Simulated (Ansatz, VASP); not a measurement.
**Two plane-wave programs on CdI2**

```
CELL_PARAMETERS angstrom
4.24701 0.00000 0.00000
-2.12350 3.67802 0.00000
0.00000 0.00000 6.89503
ATOMIC_POSITIONS crystal
Cd 0.00000 0.00000 0.00000
I 0.33333 0.66667 0.24939
I 0.66667 0.33333 0.75061
```

Alike in both runs: task single point; functional r2SCAN; k mesh 6 × 6 × 4; no spin polarisation.

```csv
,VASP,Ansatz
version,VASP 6.6.1,Ansatz 0.2.0
potentials or method,"VASP PAW PBE potentials, release 64 (Cd, I)","plane waves, PAW"
plane-wave cutoff (eV),550,500
occupations,"gaussian, width 0.01 eV",fixed
valence electrons in the cell,26,54
```

```tsv
	VASP	Ansatz	Ansatz less VASP
gap on the k mesh at the Fermi level (eV)	2.81	2.83	+0.013
```

VASP's potentials were made for PBE, not for r2SCAN. VASP's potentials hold 26 valence electrons a cell and Ansatz's 54, so a difference there can come from the potentials and not from the codes.

Spin-orbit coupling is off throughout.
